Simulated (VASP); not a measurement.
Crystal: SiC.

```
Si C
1.0
     0.00000    2.20462    2.20462
     2.20462    0.00000    2.20462
     2.20462    2.20462    0.00000
Si C
1 1
Direct
  0.00000 0.00000 0.00000
  0.25000 0.25000 0.25000
```

This cell differs from its parent crystal: strain +1.2%.

Base run:

| Item | Value |
| --- | --- |
| Program | VASP 6.6.1 |
| Functional | PBE |
| Potentials or basis | VASP PAW PBE potentials, release 64 (Si, C) |
| Cutoff | 520 eV |
| k mesh | 10 × 10 × 10 |
| Occupations | fermi-dirac, width 0.02 eV |
| Spin | no spin polarisation |

Its results: band gap on the k mesh 1.39 eV, indirect (least direct gap 4.51 eV); pressure -4.2 GPa.

Task: The run is repeated on the same cell with these changes: functional from PBE to r2SCAN; occupations from fermi-dirac, width 0.02 eV to gaussian, width 0.01 eV. What comes out?

Result: Band gap on the k mesh 1.75 eV, indirect (least direct gap 5.01 eV); pressure -7.8 GPa.

Caveats: the PAW data sets were made with another functional, which shifts forces and pressure a little (some runs).

A k mesh can miss the band edges.
